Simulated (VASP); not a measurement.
Set up this calculation in VASP 6.6.1, as the native input.

```
Task                   : single point
Functional             : PBE
Potentials or basis    : VASP PAW PBE potentials, release 64 (K_sv, I)
Cutoff                 : 520 eV
k mesh                 : 4 × 4 × 2
Occupations            : gaussian, width 0.1 eV
Spin                   : no spin polarisation
Dipole correction      : no
Further INCAR settings : ALGO = Normal; EDIFF = 1e-06; NBANDS = 24
```

The structure of KI lies in POSCAR:

```
KI
1.0
    6.6394794671      0.0000000000      0.0000000000
    0.0000000000      6.6394794671      0.0000000000
    0.0000000000      0.0000000000      8.0335510014
K I
2 2
Direct
    0.0000000000      0.0000000000      0.0000000000
    0.5000000000      0.5000000000      0.0000000000
    0.5000000000      0.0000000000      0.8726373473
    0.0000000000      0.5000000000      0.1273626527
```

One way to write it, as run:

INCAR

```
PREC = Accurate
ENCUT = 520
EDIFF = 1E-6
ISMEAR = 0
SIGMA = 0.1
LREAL = False
LASPH = True
NELM = 100
ALGO = Normal
ISIF = 2
LWAVE = False
LCHARG = False
GGA = PE
NBANDS = 24
```

KPOINTS

```
regular mesh
0
Gamma
  4 4 2
```

Potentials or basis: VASP PAW PBE potentials, release 64 (K_sv, I).

Launch:

```sh
$ cat potpaw_PBE.64/K_sv/POTCAR potpaw_PBE.64/I/POTCAR > POTCAR
$ mpirun -np 1 vasp_std > vasp.out
```

Results of the run:

* Pressure: 0.0 GPa
* Largest force: 0.008 eV/Å
* Band gap on the k mesh: 3.89 eV, indirect (least direct gap 3.98 eV)

Caveat: spin-orbit coupling is left out, which moves the levels of the heavy elements.

Run time: 2 min on 1 thread of Intel(R) Xeon(R) Platinum 8488C (Sapphire Rapids), on a shared host, peak memory 0.43 GiB.
